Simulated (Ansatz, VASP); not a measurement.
**Sb: VASP beside Ansatz**

```
Sb
1.0
     0.00000    3.25316    3.25316
     3.25316    0.00000    3.25316
     3.25316    3.25316    0.00000
Sb
2
Cartesian
  -0.8133 -0.8133 -0.8133
  0.8133 0.8133 0.8133
```

Change from the starting cell: volume scaled by 0.85, LAPW.

Alike in both runs: task single point; functional PBEsol; k mesh 10 × 10 × 10; occupations fermi-dirac, width 0.1 eV; no spin polarisation.

|  | VASP | Ansatz |
| --- | --- | --- |
| version | VASP 6.6.1 | Ansatz 0.2.0 |
| potentials or method | VASP PAW PBE potentials, release 64 (Sb), cutoff 500 eV | all-electron LAPW, scalar-relativistic |

|  | VASP | Ansatz | Ansatz less VASP |
| --- | --- | --- | --- |
| pressure (GPa) | 8.2 | 7.9 | -0.25 |

VASP's potentials were made for PBE, not for PBEsol. Ansatz ran all-electron here, and VASP with PAW potentials.

Neither program's run includes spin-orbit coupling.
